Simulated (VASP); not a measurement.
# NaCl (P6_3/mmc) in VASP: a series of runs

The runs below take NaCl through single point, with PBE.

Everything below comes from runs of VASP 6.6.1. Logs are shortened: lines on timing, memory, paths and dates and some standing lists are left out, and cuts for length are marked.

### 1 The cell of the first run

Symmetry: P6_3/mmc, No. 194, hexagonal system. The conventional cell has a = 4.721 Å, b = 4.721 Å, c = 5.569 Å, α = 90.00°, β = 90.00°, γ = 120.00°. Na (site symmetry -6m2) has 5 Cl at 2.73 to 2.78 Å within 3.6 Å. Within 3.6 Å of Cl (site symmetry -6m2) lie 5 Na at 2.73 to 2.78 Å.

### 2 Single point, PBE

File INCAR:

```
SYSTEM = NaCl
ALGO = Normal
EDIFF = 1E-7
ENCUT = 520
GGA = PE
ISIF = 2
ISMEAR = 0
LASPH = .TRUE.
LCHARG = .TRUE.
LELF = .TRUE.
LREAL = .FALSE.
LVHAR = .TRUE.
LWAVE = .FALSE.
NBANDS = 22
NELM = 100
PREC = Accurate
SIGMA = 0.01
```

File KPOINTS:

```
k-points
0
G
  6 6 2
  0 0 0
```

File POSCAR:

```
NaCl
1.0
    4.7210750178      0.0000000000      0.0000000000
   -2.3605375089      4.0885708986      0.0000000000
    0.0000000000      0.0000000000      5.5694823948
Na Cl
2 2
Direct
    0.3333333333      0.6666666667     -0.0624973391
    0.6666666667      0.3333333333      0.4375026609
    0.3333333333      0.6666666667      0.4374973391
    0.6666666667      0.3333333333      0.9374973391
```

Potentials or basis: VASP PAW PBE potentials, release 64 (Na_pv, Cl).

Run with:

```sh
$ cat potpaw_PBE.64/Na_pv/POTCAR potpaw_PBE.64/Cl/POTCAR > POTCAR
$ mpirun -np 1 vasp_std > vasp.out
```

OUTCAR:

```text
SYSTEM = NaCl
   EDIFF = 1E-7
   ENCUT = 520
   GGA = PE
   ISIF = 2
   ISMEAR = 0
   LASPH = .TRUE.
   LREAL = .FALSE.
   NELM = 100
   PREC = Accurate

 ion  position               nearest neighbor table
   1  0.333  0.667  0.938-   4 2.73   4 2.73   4 2.73
   2  0.667  0.333  0.438-   3 2.73   3 2.73   3 2.73
   3  0.333  0.667  0.437-   2 2.73   2 2.73   2 2.73
   4  0.667  0.333  0.937-   1 2.73   1 2.73   1 2.73

  LATTYP: Found a hexagonal cell.
 ALAT       =     4.7210750178
 C/A-ratio  =     1.1797063961

  Lattice vectors:

 A1 = (   4.7210750178,   0.0000000000,   0.0000000000)
 A2 = (  -2.3605375089,   4.0885708986,   0.0000000000)
 A3 = (   0.0000000000,   0.0000000000,   5.5694823948)

Analysis of symmetry for initial positions (statically):
=====================================================================
 Subroutine PRICEL returns:
 Original cell was already a primitive cell.

 Routine SETGRP: Setting up the symmetry group for a
 hexagonal supercell.

 Subroutine GETGRP returns: Found 12 space group operations
 (whereof  6 operations were pure point group operations)
 out of a pool of 24 trial point group operations.

The static configuration has the point symmetry C_3v.
 The point group associated with its full space group is C_6v.

Analysis of symmetry for dynamics (positions and initial velocities):
=====================================================================
 Subroutine PRICEL returns:
 Original cell was already a primitive cell.

 Routine SETGRP: Setting up the symmetry group for a
 hexagonal supercell.

 Subroutine GETGRP returns: Found 12 space group operations
 (whereof  6 operations were pure point group operations)
 out of a pool of 24 trial point group operations.

The dynamic configuration has the point symmetry C_3v.
 The point group associated with its full space group is C_6v.

 Subroutine INISYM returns: Found 12 space group operations
 (whereof  6 operations are pure point group operations),
 and found     1 'primitive' translations

----------------------------------------------------------------------------------------

                                     Primitive cell

  volume of cell :     107.5047

  direct lattice vectors                    reciprocal lattice vectors
     4.721075018  0.000000000  0.000000000     0.211816164  0.122292119  0.000000000
    -2.360537509  4.088570899  0.000000000     0.000000000  0.244584239  0.000000000
     0.000000000  0.000000000  5.569482395     0.000000000  0.000000000  0.179549899

  length of vectors
     4.721075018  4.721075018  5.569482395     0.244584239  0.244584239  0.179549899

  position of ions in fractional coordinates (direct lattice)
     0.333333333  0.666666667  0.937502661
     0.666666667  0.333333333  0.437502661
     0.333333333  0.666666667  0.437497339
     0.666666667  0.333333333  0.937497339

  ion indices of the primitive-cell ions
   primitive index   ion index
                 1           1
                 2           2
                 3           3
                 4           4

----------------------------------------------------------------------------------------

 KPOINTS: k-points

Automatic generation of k-mesh.
 Grid dimensions read from file:
 generate k-points for:    6    6    2

 Generating k-lattice:

  Cartesian coordinates                     Fractional coordinates (reciprocal lattice)
     0.035302694  0.020382020  0.000000000     0.166666667  0.000000000  0.000000000
     0.000000000  0.040764040  0.000000000     0.000000000  0.166666667  0.000000000
     0.000000000  0.000000000  0.089774949     0.000000000  0.000000000  0.500000000

  Length of vectors
     0.040764040  0.040764040  0.089774949

  Shift w.r.t. Gamma in fractional coordinates (k-lattice)
     0.000000000  0.000000000  0.000000000

 Subroutine IBZKPT returns following result:
 ===========================================

 Found     14 irreducible k-points:

 Following reciprocal coordinates:
            Coordinates               Weight
  0.000000  0.000000  0.000000      1.000000
  0.166667  0.000000  0.000000      6.000000
  0.333333  0.000000  0.000000      6.000000
  0.500000 -0.000000  0.000000      3.000000
  0.166667  0.166667  0.000000      6.000000
  0.333333  0.166667  0.000000     12.000000
  0.333333  0.333333  0.000000      2.000000
  0.000000  0.000000  0.500000      1.000000
  0.166667  0.000000  0.500000      6.000000
  0.333333  0.000000  0.500000      6.000000
  0.500000 -0.000000  0.500000      3.000000
  0.166667  0.166667  0.500000      6.000000
  0.333333  0.166667  0.500000     12.000000
  0.333333  0.333333  0.500000      2.000000
   k-points           NKPTS =     14   k-points in BZ     NKDIM =     14   number of bands    NBANDS=     22
   number of dos      NEDOS =    301   number of ions     NIONS =      4
   total plane-waves  NPLWV =  54432
   dimension x,y,z NGX =    36 NGY =   36 NGZ =   42
   dimension x,y,z NGXF=    72 NGYF=   72 NGZF=   84
   ions per type =               2   2
   NGX,Y,Z   is equivalent  to a cutoff of  12.68, 12.68, 12.54 a.u.
   NGXF,Y,Z  is equivalent  to a cutoff of  25.35, 25.35, 25.07 a.u.
 SYSTEM =  NaCl
   PREC   = accura    normal or accurate (medium, high low for compatibility)
   ISTART =      0    job   : 0-new  1-cont  2-samecut
   ICHARG =      2    charge: 1-file 2-atom 10-const
   ISPIN  =      1    spin polarized calculation?
   LNONCOLLINEAR =      F non collinear calculations
   LSORBIT =      F    spin-orbit coupling
   LASPH  =      T    aspherical Exc in radial PAW
   ENCUT  =  520.0 eV  38.22 Ry    6.18 a.u.   8.78  8.78 10.36*2*pi/ulx,y,z
   NELM   =    100;   NELMIN=  2; NELMDL= -5     # of ELM steps
   EDIFF  = 0.1E-06   stopping-criterion for ELM
   LREAL  =      F    real-space projection
   EDIFFG = 0.1E-05   stopping-criterion for IOM
   NSW    =      0    number of steps for IOM
   IBRION =     -1    ionic relax: 0-MD 1-quasi-New 2-CG
   NFREE  =      0    steps in history (QN), initial steepest desc. (CG)
   ISIF   =      2    stress and relaxation
   ISYM   =      2    0-nonsym 1-usesym 2-fastsym
   POTIM  = 0.5000    time-step for ionic-motion
   TEBEG  =    0.0;   TEEND  =   0.0 temperature during run
   PSTRESS=    0.0 pullay stress
   NELECT =      28.0000    total number of electrons
   NUPDOWN=      -1.0000    fix difference up-down
   EMIN   =  10.00;   EMAX   =-10.00  energy-range for DOS
   EFERMI =   0.00;   METHOD = LEGACY
   ISMEAR =     0;   SIGMA  =   0.01  broadening in eV -4-tet -1-fermi 0-gaus
   EFERMI_NEDOS =   21; number of points for ismear=-14 and -15
   IALGO  =     38    algorithm
   IMIX   =      4    mixing-type and parameters
     AMIX     =   0.40;   BMIX     =  1.00
     AMIX_MAG =   1.60;   BMIX_MAG =  1.00
  volume/ion in A,a.u.               =      26.88       181.37
  Fermi-wavevector in a.u.,A,eV,Ry     =   1.045486  1.975683 14.871739  1.093042
  Thomas-Fermi vector in A             =   2.180284
   LORBIT       =      0    0 simple, 1 ext, 2 COOP (PROOUT), +10 PAW based schemes
   GGA     = PE    functional components
   LHFCALC =     F    Hartree Fock is set to
   AEXX    =    0.0000 exact exchange contribution
   IVDW    =     0    specifies the selected vdW correction
   LEPSILON=     F    determine dielectric tensor
   LRPA    =     F    only Hartree local field effects (RPA)
 non-spin polarized calculation
 Gauss-broadening in eV      SIGMA  =   0.01
  energy-cutoff  :      520.00
  volume of cell :      107.50
 maximum number of plane-waves:      2955
 NGX is ok and might be reduce to    36
   NGX = 17   NGY = 17   NGZ = 21

 number of electron      28.0000020 magnetization

 Free energy of the ion-electron system (eV)
  ---------------------------------------------------
  ext. energy  EPLUGINS =         0.00000000
  ---------------------------------------------------
  free energy    TOTEN  =       -13.41850309 eV

  energy without entropy =      -13.41850309  energy(sigma->0) =      -13.41850309

 E-fermi :  -1.5801     XC(G=0):  -7.2167

 val. band max:       -1.6833107257   @ k =   0.0000   0.0000   0.0000
 cond. band min:       3.1523296030   @ k =   0.0000   0.0000   0.0000
 fundamental gap:      4.8356403287
 Fermi energy:        -1.5801467645

 k-point     1 :       0.0000    0.0000    0.0000
  band No.  band energies     occupation
      1     -22.5454      2.00000
      2     -22.5454      2.00000
      3     -22.5445      2.00000
      4     -22.5375      2.00000
      5     -22.5375      2.00000
      6     -22.5242      2.00000
[... 14 lines left out ...]
     21       9.2393      0.00000
     22       9.5506      0.00000

 k-point     2 :       0.1667    0.0000    0.0000
  band No.  band energies     occupation
      1     -22.5468      2.00000
      2     -22.5460      2.00000
      3     -22.5432      2.00000
      4     -22.5396      2.00000
      5     -22.5374      2.00000
      6     -22.5253      2.00000
[... 14 lines left out ...]
     21       9.0801      0.00000
     22       9.3872      0.00000

 k-point     3 :       0.3333    0.0000    0.0000
  band No.  band energies     occupation
      1     -22.5495      2.00000
      2     -22.5470      2.00000
      3     -22.5437      2.00000
      4     -22.5400      2.00000
      5     -22.5373      2.00000
      6     -22.5282      2.00000
[... 14 lines left out ...]
     21       9.4545      0.00000
     22       9.7591      0.00000

 k-point     4 :       0.5000   -0.0000    0.0000
  band No.  band energies     occupation
      1     -22.5508      2.00000
      2     -22.5476      2.00000
      3     -22.5458      2.00000
      4     -22.5374      2.00000
      5     -22.5373      2.00000
      6     -22.5307      2.00000
[... 14 lines left out ...]
     21       9.9733      0.00000
     22      10.3949      0.00000

 k-point     5 :       0.1667    0.1667    0.0000
  band No.  band energies     occupation
      1     -22.5484      2.00000
      2     -22.5473      2.00000
      3     -22.5425      2.00000
      4     -22.5409      2.00000
      5     -22.5375      2.00000
      6     -22.5274      2.00000
[... 14 lines left out ...]
     21       9.2432      0.00000
     22       9.4539      0.00000

 k-point     6 :       0.3333    0.1667    0.0000
  band No.  band energies     occupation
      1     -22.5499      2.00000
      2     -22.5482      2.00000
      3     -22.5458      2.00000
      4     -22.5376      2.00000
      5     -22.5374      2.00000
      6     -22.5306      2.00000
[... 14 lines left out ...]
     21       9.6840      0.00000
     22      10.0195      0.00000

 k-point     7 :       0.3333    0.3333    0.0000
  band No.  band energies     occupation
      1     -22.5493      2.00000
      2     -22.5482      2.00000
      3     -22.5482      2.00000
      4     -22.5378      2.00000
      5     -22.5340      2.00000
      6     -22.5340      2.00000
[... 14 lines left out ...]
     21       9.5530      0.00000
     22       9.6494      0.00000

 k-point     8 :       0.0000    0.0000    0.5000
  band No.  band energies     occupation
      1     -22.5414      2.00000
      2     -22.5414      2.00000
      3     -22.5414      2.00000
      4     -22.5414      2.00000
      5     -22.5370      2.00000
      6     -22.5370      2.00000
[... 14 lines left out ...]
     21       9.5196      0.00000
     22       9.5196      0.00000

 k-point     9 :       0.1667    0.0000    0.5000
  band No.  band energies     occupation
      1     -22.5469      2.00000
      2     -22.5469      2.00000
      3     -22.5417      2.00000
      4     -22.5417      2.00000
      5     -22.5332      2.00000
      6     -22.5332      2.00000
[... 14 lines left out ...]
     21       9.4819      0.00000
     22       9.4819      0.00000

 k-point    10 :       0.3333    0.0000    0.5000
  band No.  band energies     occupation
      1     -22.5532      2.00000
      2     -22.5532      2.00000
      3     -22.5422      2.00000
      4     -22.5422      2.00000
      5     -22.5300      2.00000
      6     -22.5300      2.00000
[... 14 lines left out ...]
     21       9.0442      0.00000
     22       9.0442      0.00000

 k-point    11 :       0.5000   -0.0000    0.5000
  band No.  band energies     occupation
      1     -22.5559      2.00000
      2     -22.5559      2.00000
      3     -22.5424      2.00000
      4     -22.5424      2.00000
      5     -22.5290      2.00000
      6     -22.5290      2.00000
[... 14 lines left out ...]
     21       9.2408      0.00000
     22       9.2408      0.00000

 k-point    12 :       0.1667    0.1667    0.5000
  band No.  band energies     occupation
      1     -22.5517      2.00000
      2     -22.5517      2.00000
      3     -22.5422      2.00000
      4     -22.5422      2.00000
      5     -22.5306      2.00000
      6     -22.5306      2.00000
[... 14 lines left out ...]
     21       9.3894      0.00000
     22       9.3894      0.00000

 k-point    13 :       0.3333    0.1667    0.5000
  band No.  band energies     occupation
      1     -22.5555      2.00000
      2     -22.5555      2.00000
      3     -22.5429      2.00000
      4     -22.5429      2.00000
      5     -22.5288      2.00000
      6     -22.5288      2.00000
[... 14 lines left out ...]
     21       9.7458      0.00000
     22       9.7458      0.00000

 k-point    14 :       0.3333    0.3333    0.5000
  band No.  band energies     occupation
      1     -22.5564      2.00000
      2     -22.5564      2.00000
      3     -22.5435      2.00000
      4     -22.5435      2.00000
      5     -22.5282      2.00000
      6     -22.5282      2.00000
[... 14 lines left out ...]
     21      10.3555      0.00000
     22      10.3556      0.00000

------------------------ aborting loop because EDIFF is reached ----------------------------------------

  FORCE on cell =-STRESS in cart. coord.  units (eV):
  Direction    XX          YY          ZZ          XY          YZ          ZX
  --------------------------------------------------------------------------------------
  -------------------------------------------------------------------------------------
  Total        0.5103974      0.5103974      0.6688000      0.0000000     -0.0000000      0.0000000
  in kB        7.6066213      7.6066213      9.9673470      0.0000000     -0.0000000      0.0000000
  external PRESSURE =       8.3935299 kB  Pullay stress =       0.0000000 kB

 VOLUME and BASIS-vectors are now :
 -----------------------------------------------------------------------------
  energy-cutoff  :      520.00
  volume of cell :      107.50
      direct lattice vectors                 reciprocal lattice vectors
     4.721075018  0.000000000  0.000000000     0.211816164  0.122292119  0.000000000
    -2.360537509  4.088570899  0.000000000     0.000000000  0.244584239  0.000000000
     0.000000000  0.000000000  5.569482395     0.000000000  0.000000000  0.179549899

 POSITION                                       TOTAL-FORCE (eV/Angst)
 -----------------------------------------------------------------------------------
     -0.00000      2.72571      5.22140         0.000000      0.000000      0.000026
      2.36054      1.36286      2.43666        -0.000000     -0.000000      0.000026
     -0.00000      2.72571      2.43663         0.000000      0.000000     -0.000026
      2.36054      1.36286      5.22137         0.000000     -0.000000     -0.000026
 -----------------------------------------------------------------------------------
    total drift:                               -0.000000     -0.000000      0.000479

  FREE ENERGIE OF THE ION-ELECTRON SYSTEM (eV)
  ---------------------------------------------------
  free  energy   TOTEN  =       -13.4185030904 eV

  energy  without entropy=      -13.4185030904  energy(sigma->0) =      -13.41850309
```

Wall time 37 s (1 thread of Intel Xeon 8259CL, shared host); peak memory 0.23 GiB.

Results:

```
Free energy            : -13.4185 eV
Pressure               : 0.8 GPa
Band gap on the k mesh : 4.84 eV
```

Levels at points of the mesh, in eV from the valence-band top:
```
           k point  band 11  band 12  band 13  band 14  band 15  band 16  band 17  band 18
(0.00, 0.00, 0.00)    -0.78    -0.32    -0.32     0.00     4.84     7.66     9.79     9.79
(0.50, 0.00, 0.00)    -0.98    -0.79    -0.51    -0.23     7.27     7.60     8.83     8.90
(0.00, 0.00, 0.50)    -0.56    -0.56    -0.56    -0.56     6.62     6.62     9.68     9.68
(0.50, 0.00, 0.50)    -0.65    -0.65    -0.26    -0.26     7.35     7.35     9.88     9.88
```

Caveat: the k points lie up to 0.56 Å⁻¹ apart.

### 3 Single point, PBE

File INCAR:

```
PREC     = Accurate       # precision mode
ENCUT    = 520            # plane-wave cutoff, eV
EDIFF    = 1E-6           # SCF threshold, eV
ISMEAR   = 0              # smearing method
SIGMA    = 0.01           # smearing width, eV
LREAL    = F              # projectors in reciprocal space
LASPH    = T              # aspherical terms in the spheres
NELM     = 60             # most SCF steps
ALGO     = Normal         # electronic algorithm
ISIF     = 2              # what is computed and relaxed
LWAVE    = F              # write WAVECAR
LCHARG   = F              # write CHGCAR
GGA      = PE             # functional
NBANDS   = 22             # bands
```

File KPOINTS:

```
regular mesh
0
Gamma
  6 6 2
```

POSCAR is that of step 2.

Potentials or basis: VASP PAW PBE potentials, release 64 (Na_pv, Cl).

Run with:

```sh
$ cat potpaw_PBE.64/Na_pv/POTCAR potpaw_PBE.64/Cl/POTCAR > POTCAR
$ mpirun -np 1 vasp_std > vasp.out
```

Run time: 34 s. Hardware: 1 thread of Intel Xeon 8259CL, shared host; peak memory 0.23 GiB.

It converged, with:

```
Free energy            : -13.4185 eV
Pressure               : 0.8 GPa
Band gap on the k mesh : 4.84 eV
```

Stress tensor (GPa, compression positive):
```
0.75 0.00 0.00
0.00 0.75 0.00
0.00 0.00 0.99
```

Levels at points of the mesh, in eV from the valence-band top:
| k point | band 12 | band 13 | band 14 | band 15 | band 16 | band 17 |
| --- | --- | --- | --- | --- | --- | --- |
| (0.00, 0.00, 0.00) | -0.32 | -0.32 | 0.00 | 4.84 | 7.66 | 9.79 |
| (0.50, 0.00, 0.00) | -0.79 | -0.51 | -0.23 | 7.27 | 7.60 | 8.83 |
| (0.00, 0.00, 0.50) | -0.56 | -0.56 | -0.56 | 6.62 | 6.62 | 9.68 |
| (0.50, 0.00, 0.50) | -0.65 | -0.26 | -0.26 | 7.35 | 7.35 | 9.88 |

Caveat: the k points lie up to 0.56 Å⁻¹ apart.
